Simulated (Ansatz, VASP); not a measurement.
# Two plane-wave programs on Hg

INCAR

```
SYSTEM = Hg
ALGO = Normal
EDIFF = 1E-6
ENCUT = 550
GGA = PE
GGA_COMPAT = .FALSE.
ISIF = 2
ISMEAR = -1
LASPH = .TRUE.
LCHARG = .FALSE.
LREAL = .FALSE.
LWAVE = .FALSE.
NBANDS = 37
NELM = 120
PREC = Accurate
SIGMA = 0.05
```

The input KPOINTS:

```
k-points
0
G
  7 7 7
  0 0 0
```

Contents of POSCAR:

```
Hg
1.0
    4.5095292832      0.0000000000      0.0000000000
   -2.2547646416      3.9053669184      0.0000000000
    0.0000000000      0.0000000000      3.8440260630
Hg
3
Direct
    0.6666666667      0.3333333333      0.5000000000
    0.0000000000      0.0000000000      0.0000000000
    0.3333333333      0.6666666667      0.5000000000
```

Contents of input.yaml:

```yaml
crystal:
  lattice:
    - [4.5095292832, 0.0, 0.0]
    - [-2.2547646416, 3.9053669184, 0.0]
    - [0.0, 0.0, 3.844026063]
  atoms:
    - { symbol: Hg, position: [0.6666666667, 0.3333333333, 0.5] }
    - { symbol: Hg, position: [0.0, 0.0, 0.0] }
    - { symbol: Hg, position: [0.3333333333, 0.6666666667, 0.5] }
hamiltonian:
  xc: pbe
  pseudopotentials: { kind: paw }
kpoints:
  mp_grid: { grid: [7, 7, 7] }
scf:
  occupations: { method: fermi_dirac, width: 0.05 }
output:
  forces: true
  stress: true
  eigenvalues: true
```

Alike in both runs: task single point; functional PBE; k mesh 7 × 7 × 7; occupations fermi-dirac, width 0.05 eV; no spin polarisation.

|  | VASP | Ansatz |
| --- | --- | --- |
| version | VASP 6.6.1 | Ansatz 0.2.0 |
| potentials or method | VASP PAW PBE potentials, release 64 (Hg_sv_GW) | Ansatz PAW |
| plane-wave cutoff (eV) | 550 | 420 |
| valence electrons in the cell | 60 | 60 |

VASP gave:

| Quantity | Value |
| --- | --- |
| gap on the k mesh at the Fermi level (eV) | none |
| pressure (GPa) | 14.4 |
| traceless stress, the component that is largest in VASP (GPa) | -9.98 |

Which values does Ansatz return?

gap on the k mesh at the Fermi level (eV): none; pressure (GPa): 14.6; traceless stress, the component that is largest in VASP (GPa): -9.91.

A gap of «none» marks a metal or a gap that the smearing closes.

Spin-orbit coupling is off throughout.
